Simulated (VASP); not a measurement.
# TiOs3: relaxation of cell and atoms with r2SCAN

The system is TiOs3.

```xyz
4
Lattice="3.8877 0.0000 0.0000 0.0000 3.8877 0.0000 0.0000 0.0000 3.8877" Properties=species:S:1:pos:R:3 pbc="T T T"
Ti    0.0000    0.0000    0.0000
Os    1.9439    1.9439    0.0000
Os    1.9439    0.0000    1.9439
Os    0.0000    1.9439    1.9439
```

```json
{"Program": "VASP 6.6.1", "Task": "relaxation of cell and atoms", "Functional": "r2SCAN", "Potentials or basis": "VASP PAW PBE potentials, release 64 (Ti_sv, Os)", "Cutoff": "600 eV", "k mesh": "7 × 7 × 7", "Occupations": "fermi-dirac, width 0.1 eV", "Spin": "no spin polarisation", "Target pressure": "20 GPa", "Dipole correction": "no", "Further INCAR settings": "ALGO = Normal; EDIFF = 1e-06; IBRION = 2; EDIFFG = -0.01; NSW = 80; ISIF = 3"}
```

```yaml
Relaxed_volume: 13.68 Å³/atom
Relaxed_cell: a = 3.797 Å, b = 3.797 Å, c = 3.797 Å, α = 90.00°, β = 90.00°, γ = 90.00°
Space_group_after_relaxing_to_0.1_Å: Pm-3m (No. 221)
Energy_change_on_relaxing_the_run_minimises_the_enthalpy: +40.3 meV/atom
Ionic_steps: 5
Pressure_after_relaxing: 20.0 GPa
Band_gap_on_the_k_mesh: zero (bands 18 and 19 overlap by 3.94 eV)
```

The path:
```csv
step,energy change (eV),largest force (eV/Å),pressure (GPa),volume (Å³)
1,0.0000,0.0000,-5.56,58.76
2,9.2656,0.0000,240.83,41.00
3,0.1025,0.0000,16.20,55.25
4,0.1412,0.0000,18.78,54.90
5,0.1611,0.0000,20.02,54.73
```

Final structure:
```
Ti Os
1.0
     3.79672    0.00000    0.00000
     0.00000    3.79672    0.00000
     0.00000    0.00000    3.79672
Ti Os
1 3
Direct
  0.00000 0.00000 0.00000
  0.50000 0.50000 0.00000
  0.50000 0.00000 0.50000
  0.00000 0.50000 0.50000
```

Levels at points of the mesh, in eV from the Fermi level:
```csv
k point,band 16,band 17,band 18,band 19,band 20,band 21
"(0.00, 0.00, 0.00)",1.18,3.25,3.34,3.34,3.34,3.94
```

Run time: 7.2 min on 1 thread of Oxide Virtual Turin-like Processor, on a shared host, peak memory 0.19 GiB.

Caveat: the cell is relaxed towards a set pressure, so the run minimises the enthalpy, not the energy; the PAW data sets were made with another functional, which shifts forces and pressure a little; spin-orbit coupling is left out, which moves the levels of the heavy elements.
